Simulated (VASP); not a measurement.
Write the native input for VASP 6.6.1 that does the following.

```yaml
Task: single point
Functional: HSE06
Potentials_or_basis: VASP PAW PBE potentials, release 64 (B, N)
Cutoff: 520 eV
k_mesh: 8 × 8 × 8
Occupations: gaussian, width 0.01 eV
Spin: no spin polarisation
Dipole_correction: no
Grid_for_exact_exchange_PRECFOCK: Normal
Further_INCAR_settings: ALGO = Normal; EDIFF = 1e-06; NBANDS = 11
Share_of_exact_exchange: 0.25
Screening_parameter: 0.2079 1/Å
```

Crystal: BN.

```
B N
1.0
     0.00000    1.80483    1.80483
     1.80483    0.00000    1.80483
     1.80483    1.80483    0.00000
B N
1 1
Direct
  0.00000 0.00000 0.00000
  0.25000 0.25000 0.25000
```

The input as run:

POSCAR

```
BN
1.0
    0.0000000000      1.8048254497      1.8048254497
    1.8048254497      0.0000000000      1.8048254497
    1.8048254497      1.8048254497      0.0000000000
B N
1 1
Direct
    0.0000000000      0.0000000000      0.0000000000
    0.2500000000      0.2500000000      0.2500000000
```

INCAR.step1

```
  ALGO = Normal
  EDIFF = 1E-5
  ENCUT = 520
  GGA = PE
  ISIF = 2
  ISMEAR = 0
  LASPH = T
  LREAL = F
  LWAVE = T
  NBANDS = 11
  NELM = 80
  PREC = Accurate
  SIGMA = 0.01
```

INCAR.step2

```
  ALGO = Normal
  EDIFF = 1E-6
  ENCUT = 520
  GGA = PE
  HFSCREEN = 0.2079
  ISIF = 2
  ISMEAR = 0
  ISTART = 1
  LASPH = T
  LCHARG = T
  LELF = T
  LHFCALC = T
  LREAL = F
  LVHAR = T
  LWAVE = F
  NBANDS = 11
  NELM = 80
  PREC = Accurate
  PRECFOCK = Normal
  SIGMA = 0.01
```

KPOINTS

```
k-points
0
Gamma
  8 8 8
```

Potentials or basis: VASP PAW PBE potentials, release 64 (B, N).

Command:

```sh
$ cat potpaw_PBE.64/B/POTCAR potpaw_PBE.64/N/POTCAR > POTCAR
$ cp INCAR.step1 INCAR
$ mpirun -np 1 vasp_std > vasp.out
$ cp INCAR.step2 INCAR
$ mpirun -np 1 vasp_std > vasp.out
```

Results of the run:

The pressure is -3.9 GPa and the band gap on the k mesh is 5.78 eV (least direct gap 10.57 eV).

Caveat: the cell stands under tension; the PAW data sets were made with another functional, which shifts forces and pressure a little.

It took 12 min on 1 thread of Intel(R) Xeon(R) Platinum 8259CL CPU @ 2.50GHz (Skylake/Cascade Lake) (shared host), peak memory 0.23 GiB.
